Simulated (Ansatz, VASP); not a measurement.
**Zr7B in VASP and in Ansatz**

```
Zr B
1.0
     3.30602    0.00000    0.00000
    -1.65301    2.86309    0.00000
     0.00000    0.00000   18.32633
Zr B
7 1
Direct
  0.66667 0.33333 0.92581
  0.33333 0.66667 0.07419
  0.66667 0.33333 0.22389
  0.33333 0.66667 0.36039
  0.33333 0.66667 0.77611
  0.66667 0.33333 0.63961
  0.00000 0.00000 0.50000
  0.00000 0.00000 0.00000
```

Alike in both runs: functional PBE; k mesh 12 × 12 × 2; occupations gaussian, width 0.1 eV; no spin polarisation.

Ansatz relaxed the structure, and its values are those at the end. VASP's run is a single point on that final structure, the one shown.

```csv
,VASP,Ansatz
version,VASP 6.6.1,Ansatz 0.2.0
potentials or method,"VASP PAW PBE potentials, release 64 (Zr_sv, B), cutoff 520 eV","scalar-relativistic, plane waves, PAW"
valence electrons in the cell,87,87
```

```csv
,VASP,Ansatz,Ansatz less VASP
gap on the k mesh at the Fermi level (eV),none,none,-
pressure (GPa),0.0,0.0,-0.03
rms of the force components (eV/Å),0.005,0.003,-0.0017
```

A gap of «none» marks a metal or a gap that the smearing closes. With one functional, cell and mesh, what is left measures potentials, basis and numerics.
